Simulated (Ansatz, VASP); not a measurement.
Au in VASP and in Ansatz

```
CELL_PARAMETERS angstrom
-1.65450 1.65450 1.65450
1.65450 -1.65450 1.65450
1.65450 1.65450 -1.65450
ATOMIC_POSITIONS crystal
Au 0.00000 0.00000 0.00000
```

Alike in both runs: task single point; functional r2SCAN; k mesh 8 × 8 × 8; no spin polarisation.

```csv
,VASP,Ansatz
version,VASP 6.6.1,Ansatz 0.2.0
potentials or method,"VASP PAW PBE potentials, release 64 (Au), cutoff 550 eV","plane waves, PAW"
occupations,"fermi-dirac, width 0.1 eV",fermi-dirac
valence electrons in the cell,11,19
```

|  | VASP | Ansatz | Ansatz less VASP |
| --- | --- | --- | --- |
| pressure (GPa) | -3.9 | -4.1 | -0.25 |

VASP's potentials were made for PBE, not for r2SCAN. VASP's potentials hold 11 valence electrons a cell and Ansatz's 19, so a difference there can come from the potentials and not from the codes. Ansatz's warnings: stress scf threshold loose.

Neither program's run includes spin-orbit coupling.
